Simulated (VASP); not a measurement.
# AlN (P1) in VASP: notebook, part 2 of 2

VASP 6.6.1. Earlier steps stand in the parts before.

### 3 Single point, r2SCAN

Input file POSCAR:

```
AlN
1.0
    6.2133890049      0.0000000000      0.0000000000
   -3.1066945025      5.3809527219      0.0000000000
    0.0000000000      0.0000000000      9.9571771017
Al N
16 16
Direct
    0.1786762911      0.3450253321     -0.0068352706
    0.3531150748      0.1887924040      0.2464706588
    0.1686379251      0.3322573329      0.5101936973
    0.3485948909      0.1735464049      0.7481037973
    0.1524419902      0.8258515229     -0.0008099685
    0.3215964967      0.6633604093      0.2545504588
    0.1627785832      0.8376825133      0.5071046692
    0.3283184349      0.6685212054      0.7405024461
    0.6618422082      0.3358013150     -0.0002925528
    0.8350539404      0.1747352279      0.2520269525
    0.6904477670      0.3302476516      0.4909303059
    0.8300187830      0.1708000511      0.7475426945
    0.6737187074      0.8399163185      0.0024566200
    0.8254290942      0.6597623476      0.2519613716
    0.6552494754      0.8365598496      0.4985816712
    0.8332565351      0.6654899578      0.7536429174
    0.1757960456      0.3443187658      0.1868289557
    0.3293799253      0.1644032285      0.4441063923
    0.1616629421      0.3291729349      0.6878349084
    0.3356299764      0.1650218922      0.9398707992
    0.1603479068      0.8309030447      0.1864971348
    0.3137000426      0.6523127374      0.4433722485
    0.1697639943      0.8306551332      0.6927945470
    0.3343222423      0.6777699394      0.9348725954
    0.6550391337      0.3067404761      0.1878732276
    0.8486327604      0.1501687604      0.4415452246
    0.6812934229      0.3399516953      0.6823696044
    0.8431374810      0.1532973885      0.9416074359
    0.6584884771      0.8242722487      0.1882264402
    0.8188856705      0.6567547017      0.4441727766
    0.6613466877      0.8292003722      0.7011306446
    0.8156349429      0.6519206136      0.9384551369
```

Input file INCAR.step1:

```
SYSTEM = AlN
PREC = Accurate
ENCUT = 520
ISMEAR = -1
SIGMA = 0.069
LREAL = Auto
LASPH = .TRUE.
NELM = 60
NBANDS = 86
GGA = PE
ALGO = Normal
EDIFF = 1E-4
LWAVE = .TRUE.
LCHARG = .FALSE.
```

Input file INCAR.step2:

```
SYSTEM = AlN
PREC = Accurate
ENCUT = 520
EDIFF = 1E-7
ISMEAR = -1
SIGMA = 0.069
LREAL = Auto
LASPH = .TRUE.
NELM = 60
ALGO = Normal
ISIF = 2
LWAVE = .FALSE.
LCHARG = .TRUE.
METAGGA = R2SCAN
LMIXTAU = .TRUE.
LELF = .TRUE.
LVHAR = .TRUE.
NBANDS = 86
ISTART = 1
```

Input file KPOINTS:

```
Automatic mesh
0
G
  3 3 2
  0 0 0
```

Potentials or basis: VASP PAW PBE potentials, release 64 (Al, N).

Command:

```bash
$ cat potpaw_PBE.64/Al/POTCAR potpaw_PBE.64/N/POTCAR > POTCAR
$ cp INCAR.step1 INCAR
$ mpirun -np 1 vasp_std > vasp.out
$ cp INCAR.step2 INCAR
$ mpirun -np 1 vasp_std > vasp.out
```

It took 24 min on 1 thread of Intel Xeon Platinum 8488C (Sapphire Rapids), shared host; peak memory 0.57 GiB.

Results (log left out):

| Property | Result |
| --- | --- |
| Free energy | -305.2727 eV |
| Pressure | 1.1 GPa |
| Largest force | 4.512 eV/Å |
| Band gap on the k mesh | 4.58 eV |

Forces in eV/Å, atoms in the order of the input:
```
Al  -0.444 -0.155  0.404
Al  -3.136 -3.004  1.223
Al   0.989 -0.504 -2.067
Al  -0.715 -0.356 -0.036
Al   0.934  0.365 -0.303
Al   0.368  0.713 -1.057
Al  -0.423 -0.448 -1.322
Al   1.021 -0.728  2.080
Al   1.369 -1.833 -0.256
Al   2.298 -1.875 -0.984
Al  -2.211 -0.387  1.198
Al   1.095 -1.031  1.202
Al  -1.212 -1.283 -0.610
Al   0.229  0.854 -0.296
Al   0.934 -2.219  1.101
Al  -0.209  0.254 -0.959
N   -0.430 -0.779  0.295
N    1.451  0.401 -0.641
N    0.634  0.146  1.773
N   -0.234  0.062 -0.447
N   -0.371  0.195  1.031
N    0.249  1.493  0.283
N   -1.456  1.086 -0.171
N    0.119 -0.607  0.163
N    1.059  3.064  0.103
N   -1.800  1.506 -0.744
N   -0.714 -0.296  0.613
N   -1.320  2.404 -0.600
N    0.090  0.508  1.411
N    0.685  0.812 -0.714
N    0.340  0.591 -2.285
N    0.808  1.052  0.612
```

Stress tensor (GPa, compression positive):
```
 0.37 -0.14  0.21
-0.14  1.50 -1.81
 0.21 -1.81  1.38
```

Levels at points of the mesh, in eV from the valence-band top:
```tsv
k point	band 61	band 62	band 63	band 64	band 65	band 66	band 67	band 68
(0.00, 0.00, 0.00)	-0.43	-0.18	-0.13	0.00	4.58	5.38	5.54	5.60
(0.00, 0.00, 0.50)	-0.41	-0.36	-0.19	-0.16	5.07	5.28	5.36	5.49
```

Caveat: the atoms stand as in a frame of molecular dynamics; the PAW data sets were made with another functional, which shifts forces and pressure a little; an odd mesh through Γ misses points on the zone boundary, where band edges can lie. r2SCAN opens gaps a little over a GGA but as a rule still falls short of measured ones.

### 4 Single point, r2SCAN

Input file POSCAR:

```
AlN
1.0
    6.2133890049      0.0000000000      0.0000000000
   -3.1066945025      5.3809527219      0.0000000000
    0.0000000000      0.0000000000      9.9571771017
Al N
16 16
Direct
    0.1870957868      0.3554768270     -0.0116440633
    0.3373478231      0.1836927494      0.2488645100
    0.1768014676      0.3261818289      0.5113249416
    0.3571631651      0.1774206259      0.7464172751
    0.1472719714      0.8222408240     -0.0024589299
    0.3152791079      0.6671543471      0.2546691672
    0.1523632308      0.8383260796      0.5078834039
    0.3275670816      0.6652297809      0.7414140498
    0.6602625067      0.3209970593     -0.0015237250
    0.8463815083      0.1647334674      0.2489742800
    0.6952182848      0.3244444042      0.4878180784
    0.8309506182      0.1655500515      0.7514918057
    0.6656568414      0.8365154337      0.0024260892
    0.8228639325      0.6602804714      0.2529574371
    0.6418545302      0.8200432578      0.5027709108
    0.8323068813      0.6669157277      0.7528233076
    0.1723964211      0.3427974739      0.1855007681
    0.3511273114      0.1695266707      0.4419197284
    0.1687377167      0.3280264836      0.7000389698
    0.3350693342      0.1643744232      0.9355302115
    0.1512624389      0.8339614250      0.1917016219
    0.3098515445      0.6623081793      0.4495913806
    0.1620042286      0.8454539995      0.6941839971
    0.3333574562      0.6800557799      0.9312633395
    0.6801035064      0.3320750232      0.1883924511
    0.8498928440      0.1562782733      0.4367639498
    0.6836018594      0.3409985359      0.6805971141
    0.8498090473      0.1780597321      0.9383321101
    0.6552590324      0.8251304610      0.1981772524
    0.8216842889      0.6606118254      0.4415391988
    0.6648197586      0.8344717436      0.6897713006
    0.8179873173      0.6551105691      0.9419568322
```

Input file INCAR.step1:

```
ALGO = Normal ; EDIFF = 1E-4
ENCUT = 520 ; GGA = PE
ISMEAR = -1 ; LASPH = T
LCHARG = F ; LREAL = Auto
LWAVE = T ; NBANDS = 86
NELM = 80 ; PREC = Accurate
SIGMA = 0.069
```

Input file INCAR.step2:

```
ALGO = Normal ; EDIFF = 1E-6
ENCUT = 520 ; ISIF = 2
ISMEAR = -1 ; ISTART = 1
LASPH = T ; LCHARG = F
LMIXTAU = T ; LREAL = Auto
LWAVE = F ; METAGGA = R2SCAN
NBANDS = 86 ; NELM = 80
PREC = Accurate ; SIGMA = 0.069
```

Input file KPOINTS:

```
k-points
0
Gamma
  3 3 2
```

Command:

```bash
$ cat potpaw_PBE.64/Al/POTCAR potpaw_PBE.64/N/POTCAR > POTCAR
$ cp INCAR.step1 INCAR
$ mpirun -np 1 vasp_std > vasp.out
$ cp INCAR.step2 INCAR
$ mpirun -np 1 vasp_std > vasp.out
```

Run time: 17 min. Hardware: 1 thread of Intel Xeon Platinum 8488C (Sapphire Rapids), shared host; peak memory 0.57 GiB.

The run converged. Its results:

| Quantity | Value |
| --- | --- |
| Free energy | -306.1468 eV |
| Pressure | -0.4 GPa |
| Largest force | 2.600 eV/Å |
| Band gap on the k mesh | 4.75 eV |

Forces in eV/Å, atoms in the order of the input:
```
Al  -0.262 -1.322  0.811
Al   0.926 -1.342  0.003
Al  -0.270  0.094 -1.131
Al  -0.854 -0.479  0.348
Al   0.703  1.120  0.358
Al   0.428  0.413 -0.063
Al   0.213 -0.087 -1.152
Al  -0.139  0.742  0.753
Al   0.460  0.396  0.422
Al  -0.543 -0.391 -0.457
Al  -2.198  0.882  1.071
Al   0.575 -0.062 -0.217
Al  -0.248  0.185 -0.052
Al   0.212  0.339 -0.172
Al   1.548  0.463 -0.772
Al  -0.318  0.176 -0.570
N    0.158  0.106 -0.163
N   -0.727 -0.058 -0.059
N    0.098  0.342 -1.031
N   -0.027  0.021  0.559
N    0.615  0.627 -0.345
N    0.662 -0.367 -0.298
N    0.739 -0.632 -0.138
N    0.440  0.174  0.780
N   -1.105 -0.382  0.539
N    0.129 -0.359  0.565
N   -0.023 -0.289  0.796
N   -0.737 -1.013  0.538
N   -0.310  0.388 -1.010
N    0.218  0.186  0.133
N   -0.199 -0.242  0.226
N   -0.164  0.373 -0.273
```

Stress tensor (GPa, compression positive):
```
-0.53 -0.14  0.44
-0.14 -0.32  0.34
 0.44  0.34 -0.38
```

Levels at points of the mesh, in eV from the valence-band top:
```csv
k point,band 60,band 61,band 62,band 63,band 64,band 65,band 66,band 67,band 68,band 69
"(0.00, 0.00, 0.00)",-0.51,-0.46,-0.23,-0.11,0.00,4.75,5.73,5.79,5.84,5.90
"(0.00, 0.00, 0.50)",-0.63,-0.39,-0.33,-0.30,-0.16,5.50,5.52,5.57,5.60,5.65
```

Caveat: the atoms stand as in a frame of molecular dynamics; the PAW data sets were made with another functional, which shifts forces and pressure a little.

### 5 The runs side by side

```tsv
cell	gap on the mesh (eV)	pressure (GPa)	largest force (eV/Å)
as given, atomic positions A	4.55	0.7	3.95
as given, atomic positions B	4.58	1.1	4.51
as given, atomic positions C	4.75	-0.4	2.60
```

Alike in all rows: task single point; level r2SCAN; potentials or basis VASP PAW PBE potentials, release 64 (Al, N); no spin polarisation; k mesh 3 × 3 × 2; cutoff (eV) 520; smearing fermi-dirac 0.069 eV.

Caveats: the atoms stand as in a frame of molecular dynamics; the PAW data sets were made with another functional, which shifts forces and pressure a little; an odd mesh through Γ misses points on the zone boundary, where band edges can lie (at least some runs).

Absolute energies hang on the potentials; compare differences alone.
